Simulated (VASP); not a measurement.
Wanted: the native input for a VASP 6.6.1 run.

* Task: single point
* Functional: PBEsol
* Potentials or basis: VASP PAW PBE potentials, release 64 (Sn_d)
* Cutoff: 520 eV
* k mesh: 9 × 9 × 9
* Occupations: fermi-dirac, width 0.05 eV
* Spin: no spin polarisation
* Dipole correction: no
* Further INCAR settings: ALGO = Normal; EDIFF = 1e-07; NBANDS = 21

The structure of Sn lies in POSCAR:

```
Sn
1.0
   -2.9185566837      2.9185566837      1.5783756663
    2.9185566837     -2.9185566837      1.5783756663
    2.9185566837      2.9185566837     -1.5783756663
Sn
2
Direct
    0.0000000000      0.0000000000      0.0000000000
    0.7500000000      0.2500000000      0.5000000000
```

These files were run (other wordings do the same):

INCAR

```
ALGO     = Normal         # electronic algorithm
EDIFF    = 1E-7           # SCF threshold, eV
ENCUT    = 520            # plane-wave cutoff, eV
GGA      = PS             # functional
ISIF     = 2              # what is computed and relaxed
ISMEAR   = -1             # smearing method
LASPH    = T              # aspherical terms in the spheres
LCHARG   = F              # write CHGCAR
LREAL    = F              # projectors in reciprocal space
LWAVE    = F              # write WAVECAR
NBANDS   = 21             # bands
NELM     = 80             # most SCF steps
PREC     = Accurate       # precision mode
SIGMA    = 0.05           # smearing width, eV
```

KPOINTS

```
k-points
0
Gamma
  9 9 9
```

Potentials or basis: VASP PAW PBE potentials, release 64 (Sn_d).

Command:

```bash
$ cat potpaw_PBE.64/Sn_d/POTCAR > POTCAR
$ mpirun -np 1 vasp_std > vasp.out
```

It gave:

```json
{
 "Pressure": "-0.1 GPa",
 "Band gap on the k mesh": "zero (bands 14 and 15 overlap by 4.06 eV)"
}
```

Caveat: the PAW data sets were made with another functional, which shifts forces and pressure a little; spin-orbit coupling is left out, which moves the levels of the heavy elements.

Wall time 84 s on 1 thread of AMD EPYC 7R13 Processor (Zen 3), with other jobs on the host, peak memory 0.21 GiB.
